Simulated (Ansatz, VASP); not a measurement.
One calculation of Ba3Mo, two programs

```
CELL_PARAMETERS angstrom
0.00000 4.18343 4.18343
4.18343 0.00000 4.18343
4.18343 4.18343 0.00000
ATOMIC_POSITIONS crystal
Ba 0.25000 0.25000 0.25000
Ba 0.75000 0.75000 0.75000
Ba 0.50000 0.50000 0.50000
Mo 0.00000 0.00000 0.00000
```

Change from the starting cell: species swapped into the VW3 type (Fm-3m, No. 225).

Alike in both runs: task relaxation of cell and atoms; functional PBE; k mesh 10 × 10 × 10; occupations gaussian, width 0.1 eV; no spin polarisation.

```csv
,VASP,Ansatz
version,VASP 6.6.1,Ansatz 0.2.0
potentials or method,"VASP PAW PBE potentials, release 64 (Ba_sv, Mo_sv), cutoff 600 eV","scalar-relativistic, plane waves, PAW"
valence electrons in the cell,44,44
```

|  | VASP | Ansatz | Ansatz less VASP |
| --- | --- | --- | --- |
| gap on the k mesh at the Fermi level, each at its own relaxed structure (eV) | none | none | - |
| relaxed volume (Å³/atom) | 37.81 | 36.61 | -1.201 |
| relaxed cell length with the largest relative difference (Å) | 5.980 | 5.916 | -0.0640 |

A gap of «none» marks a metal or a gap that the smearing closes.

Spin-orbit coupling is off throughout.
